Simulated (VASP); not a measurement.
# Sb3S5 (P4mm) in VASP: single point with PBE

Aim: the single point of Sb3S5 with PBE.

Program: VASP 6.6.1. These are calculated values, not measurements. Logs are shortened: lines on timing, memory, paths and dates and some standing lists are left out, and cuts for length are marked.

### Step 1. The cell of the first run

It takes space group P4mm (No. 99, tetragonal). The conventional cell has a = 6.612 Å, b = 6.612 Å, c = 5.790 Å, α = 90.00°, β = 90.00°, γ = 90.00°. Within 3.1 Å of Sb (site symmetry 4mm) lie 5 S at 2.34 to 2.56 Å. Sb (site symmetry 2mm) has 6 S at 2.66 to 3.64 Å and 2 Sb at 3.83 Å within 3.9 Å. Within 3.5 Å of S (site symmetry m) lie 3 Sb at 2.56 to 2.66 Å and 4 S at 3.11 to 3.50 Å. S (site symmetry 4mm) has 1 Sb at 2.34 Å within 3.1 Å.

The cell was built from a structure type or drawn by symmetry, and may not be a known phase.

### Step 2. Single point, PBE

INCAR reads:

```
PREC = Accurate
ENCUT = 520
EDIFF = 1E-7
ISMEAR = 0
SIGMA = 0.1
LREAL = False
LASPH = True
NELM = 80
ALGO = Normal
ISIF = 2
LWAVE = False
LCHARG = True
GGA = PE
LELF = True
LVHAR = True
NBANDS = 32
```

KPOINTS reads:

```
Automatic mesh
0
Gamma
  6 6 6
```

POSCAR reads:

```
Sb3S5
1.0
    6.6116305893      0.0000000000      0.0000000000
    0.0000000000      6.6116305893      0.0000000000
    0.0000000000      0.0000000000      5.7895077468
Sb S
3 5
Direct
    0.5000000000      0.5000000000      0.9956915450
    0.5000000000      0.0000000000      0.6627357131
    0.0000000000      0.5000000000      0.6627357131
    0.7645027337      0.7645027337      0.8812117790
    0.2354972663      0.2354972663      0.8812117790
    0.2354972663      0.7645027337      0.8812117790
    0.7645027337      0.2354972663      0.8812117790
    0.5000000000      0.5000000000      0.3996914326
```

Potentials or basis: VASP PAW PBE potentials, release 64 (Sb, S).

Started as:

```
> cat potpaw_PBE.64/Sb/POTCAR potpaw_PBE.64/S/POTCAR > POTCAR
> mpirun -np 1 vasp_std > vasp.out
```

OUTCAR:

```text
PREC = Accurate
   ENCUT = 520
   EDIFF = 1E-7
   ISMEAR = 0
   LREAL = False
   LASPH = True
   NELM = 80
   ISIF = 2
   GGA = PE

 ion  position               nearest neighbor table
   1  0.500  0.500  0.996-   8 2.34   5 2.56   6 2.56   7 2.56   4 2.56
   2  0.500  0.000  0.663-   4 2.66   5 2.66   6 2.66   7 2.66
   3  0.000  0.500  0.663-   4 2.66   5 2.66   6 2.66   7 2.66
   4  0.765  0.765  0.881-   1 2.56   2 2.66   3 2.66
   5  0.235  0.235  0.881-   1 2.56   2 2.66   3 2.66
   6  0.235  0.765  0.881-   1 2.56   2 2.66   3 2.66
   7  0.765  0.235  0.881-   1 2.56   2 2.66   3 2.66
   8  0.500  0.500  0.400-   1 2.34

  LATTYP: Found a simple tetragonal cell.
 ALAT       =     6.6116305893
 C/A-ratio  =     0.8756550549

  Lattice vectors:

 A1 = (   6.6116305893,   0.0000000000,   0.0000000000)
 A2 = (   0.0000000000,   6.6116305893,   0.0000000000)
 A3 = (   0.0000000000,   0.0000000000,   5.7895077468)

Analysis of symmetry for initial positions (statically):
=====================================================================
 Subroutine PRICEL returns:
 Original cell was already a primitive cell.

 Routine SETGRP: Setting up the symmetry group for a
 simple tetragonal supercell.

 Subroutine GETGRP returns: Found  8 space group operations
 (whereof  8 operations were pure point group operations)
 out of a pool of 16 trial point group operations.

The static configuration has the point symmetry C_4v.

Analysis of symmetry for dynamics (positions and initial velocities):
=====================================================================
 Subroutine PRICEL returns:
 Original cell was already a primitive cell.

 Routine SETGRP: Setting up the symmetry group for a
 simple tetragonal supercell.

 Subroutine GETGRP returns: Found  8 space group operations
 (whereof  8 operations were pure point group operations)
 out of a pool of 16 trial point group operations.

The dynamic configuration has the point symmetry C_4v.

 Subroutine INISYM returns: Found  8 space group operations
 (whereof  8 operations are pure point group operations),
 and found     1 'primitive' translations

----------------------------------------------------------------------------------------
[... 107 lines left out ...]
   EDIFFG = 0.1E-05   stopping-criterion for IOM
   NSW    =      0    number of steps for IOM
   IBRION =     -1    ionic relax: 0-MD 1-quasi-New 2-CG
   NFREE  =      0    steps in history (QN), initial steepest desc. (CG)
   ISIF   =      2    stress and relaxation
   ISYM   =      2    0-nonsym 1-usesym 2-fastsym
   POTIM  = 0.5000    time-step for ionic-motion
   TEBEG  =    0.0;   TEEND  =   0.0 temperature during run
   PSTRESS=    0.0 pullay stress
   NELECT =      45.0000    total number of electrons
   NUPDOWN=      -1.0000    fix difference up-down
   EMIN   =  10.00;   EMAX   =-10.00  energy-range for DOS
   EFERMI =   0.00;   METHOD = LEGACY
   ISMEAR =     0;   SIGMA  =   0.10  broadening in eV -4-tet -1-fermi 0-gaus
   EFERMI_NEDOS =   21; number of points for ismear=-14 and -15
   IALGO  =     38    algorithm
   IMIX   =      4    mixing-type and parameters
     AMIX     =   0.40;   BMIX     =  1.00
     AMIX_MAG =   1.60;   BMIX_MAG =  1.00
  volume/ion in A,a.u.               =      31.64       213.48
  Fermi-wavevector in a.u.,A,eV,Ry     =   0.920575  1.739635 11.530383  0.847459
  Thomas-Fermi vector in A             =   2.045896
   LORBIT       =      0    0 simple, 1 ext, 2 COOP (PROOUT), +10 PAW based schemes
   GGA     = PE    functional components
   LHFCALC =     F    Hartree Fock is set to
   AEXX    =    0.0000 exact exchange contribution
   IVDW    =     0    specifies the selected vdW correction
   LEPSILON=     F    determine dielectric tensor
   LRPA    =     F    only Hartree local field effects (RPA)
 non-spin polarized calculation
 Gauss-broadening in eV      SIGMA  =   0.10
  energy-cutoff  :      520.00
  volume of cell :      253.08
 maximum number of plane-waves:      6893
 NGX is ok and might be reduce to    50
   NGX = 25   NGY = 25   NGZ = 21

 number of electron      45.0000002 magnetization

 Free energy of the ion-electron system (eV)
  ---------------------------------------------------
  ext. energy  EPLUGINS =         0.00000000
  ---------------------------------------------------
  free energy    TOTEN  =       -33.24256447 eV

  energy without entropy =      -33.22885143  energy(sigma->0) =      -33.23570795

 E-fermi :   2.9736     XC(G=0):  -7.8894

 val. band max:        2.9496641525   @ k =   0.3333   0.1667   0.3333
 cond. band min:       2.9781770583   @ k =   0.5000   0.0000   0.1667
 fundamental gap:      0.0285129058
 Fermi energy:         2.9736446638

 k-point     1 :       0.0000    0.0000    0.0000
  band No.  band energies     occupation
      1     -11.5749      2.00000
      2      -9.7599      2.00000
      3      -9.7599      2.00000
      4      -9.0564      2.00000
      5      -8.6782      2.00000
      6      -7.0786      2.00000
[... 829 lines left out ...]
     31       6.8799      0.00000
     32       7.7908      0.00000

 [... further k-points ...]

------------------------ aborting loop because EDIFF is reached ----------------------------------------

  FORCE on cell =-STRESS in cart. coord.  units (eV):
  Direction    XX          YY          ZZ          XY          YZ          ZX
  --------------------------------------------------------------------------------------
  -------------------------------------------------------------------------------------
  Total       -0.2027326     -0.2027326     -0.0840713      0.0000000      0.0000000     -0.0000000
  in kB       -1.2834393     -1.2834393     -0.5322304      0.0000000      0.0000000     -0.0000000
  external PRESSURE =      -1.0330363 kB  Pullay stress =       0.0000000 kB

 VOLUME and BASIS-vectors are now :
 -----------------------------------------------------------------------------
  energy-cutoff  :      520.00
  volume of cell :      253.08
      direct lattice vectors                 reciprocal lattice vectors
     6.611630589  0.000000000  0.000000000     0.151248620  0.000000000  0.000000000
     0.000000000  6.611630589  0.000000000     0.000000000  0.151248620  0.000000000
     0.000000000  0.000000000  5.789507747     0.000000000  0.000000000  0.172726256

 POSITION                                       TOTAL-FORCE (eV/Angst)
 -----------------------------------------------------------------------------------
      3.30582      3.30582      5.76456        -0.000000      0.000000     -0.016222
      3.30582      0.00000      3.83691        -0.000000      0.000000      0.006390
      0.00000      3.30582      3.83691        -0.000000      0.000000      0.006390
      5.05461      5.05461      5.10178        -0.010891     -0.010891      0.001137
      1.55702      1.55702      5.10178         0.010891      0.010891      0.001137
      1.55702      5.05461      5.10178         0.010891     -0.010891      0.001137
      5.05461      1.55702      5.10178        -0.010891      0.010891      0.001137
      3.30582      3.30582      2.31402        -0.000000      0.000000     -0.001105
 -----------------------------------------------------------------------------------
    total drift:                                0.000000     -0.000000     -0.002106

  FREE ENERGIE OF THE ION-ELECTRON SYSTEM (eV)
  ---------------------------------------------------
  free  energy   TOTEN  =       -33.2425644676 eV

  energy  without entropy=      -33.2288514326  energy(sigma->0) =      -33.23570795
```

It took 4.6 min on 1 thread of AMD EPYC 9R45 (Zen 5), shared host; peak memory 0.46 GiB.

Results:

| Property | Result |
| --- | --- |
| Free energy | -33.2426 eV |
| Pressure | -0.1 GPa |
| Largest force | 0.016 eV/Å |
| Band gap on the k mesh | zero (an odd number of electrons rules out a gap without spin polarisation) |

Forces in eV/Å, atoms in the order of the input:
```
Sb   0.000  0.000 -0.016
Sb   0.000  0.000  0.006
Sb   0.000  0.000  0.006
S   -0.011 -0.011  0.001
S    0.011  0.011  0.001
S    0.011 -0.011  0.001
S   -0.011  0.011  0.001
S    0.000  0.000 -0.001
```

Caveat: spin-orbit coupling is left out, which moves the levels of the heavy elements.
